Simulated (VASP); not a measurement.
Se:

```xyz
3
Lattice="4.5204 0.0000 0.0000 -2.2602 3.9148 0.0000 0.0000 0.0000 5.0453" Properties=species:S:1:pos:R:3 pbc="T T T"
Se    0.9896    0.0000    1.6818
Se    4.0256    0.8570    3.3635
Se    1.7654    3.0577    0.0000
```

Base run:

| Item | Value |
| --- | --- |
| Program | VASP 6.6.1 |
| Functional | PBE |
| Potentials or basis | VASP PAW PBE potentials, release 64 (Se) |
| Cutoff | 520 eV |
| k mesh | 9 × 9 × 7 |
| Occupations | fermi-dirac, width 0.05 eV |
| Spin | no spin polarisation |

Its results: band gap on the k mesh 1.21 eV (least direct gap 1.31 eV); pressure 0.1 GPa; largest force 0.023 eV/Å.

Question: The run is repeated on the same cell with these changes: k mesh from 9 × 9 × 7 to 12 × 12 × 9. What comes out?

Answer: Band gap on the k mesh 1.15 eV (least direct gap 1.26 eV); pressure 0.1 GPa; largest force 0.023 eV/Å.

A k mesh can miss the band edges.
